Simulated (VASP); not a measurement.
Here is a VASP 6.6.1 calculation.

POSCAR

```
Al
1.0
   -1.5759003900      1.6569236100      1.6579838500
    1.4794763400     -1.5976414500      1.5022776300
    1.6144548200      1.6361958800     -1.5987016800
Al
1
Direct
    0.0000000000      0.0000000000      0.0000000000
```

Contents of INCAR.step1:

```
ALGO     = Normal         # electronic algorithm
EDIFF    = 1E-5           # SCF threshold, eV
ENCUT    = 520            # plane-wave cutoff, eV
GGA      = PE             # functional
ISIF     = 2              # what is computed and relaxed
ISMEAR   = -1             # smearing method
LASPH    = T              # aspherical terms in the spheres
LREAL    = F              # projectors in reciprocal space
LWAVE    = T              # write WAVECAR
NBANDS   = 8              # bands
NELM     = 80             # most SCF steps
PREC     = Accurate       # precision mode
SIGMA    = 0.05           # smearing width, eV
```

Contents of INCAR.step2:

```
AEXX     = 0.2            # exact-exchange fraction
AGGAC    = 0.81         
AGGAX    = 0.72         
ALDAC    = 0.19         
ALGO     = Normal         # electronic algorithm
EDIFF    = 1E-7           # SCF threshold, eV
ENCUT    = 520            # plane-wave cutoff, eV
GGA      = B3             # functional
ISIF     = 2              # what is computed and relaxed
ISMEAR   = -1             # smearing method
ISTART   = 1            
LASPH    = T              # aspherical terms in the spheres
LCHARG   = T              # write CHGCAR
LELF     = T              # ELF
LHFCALC  = T              # exact exchange
LREAL    = F              # projectors in reciprocal space
LVHAR    = T            
LWAVE    = F              # write WAVECAR
NBANDS   = 8              # bands
NELM     = 80             # most SCF steps
PREC     = Accurate       # precision mode
PRECFOCK = Normal       
SIGMA    = 0.05           # smearing width, eV
```

The input KPOINTS:

```
k-points
0
Gamma
  6 6 6
```

Potentials or basis: VASP PAW PBE potentials, release 64 (Al).

The run is started by

```sh
$ cat potpaw_PBE.64/Al/POTCAR > POTCAR
$ cp INCAR.step1 INCAR
$ mpirun -np 1 vasp_std > vasp.out
$ cp INCAR.step2 INCAR
$ mpirun -np 1 vasp_std > vasp.out
```

(1) Estimate the band gap on the k mesh.

(2) What does it give for the pressure?

Answers

(1) zero (an odd number of electrons rules out a gap without spin polarisation).

(2) 7.1 GPa.

Caveat: the k points lie up to 0.47 Å⁻¹ apart, too coarse for converged energies and pressures of a metal; the PAW data sets were made with another functional, which shifts forces and pressure a little.
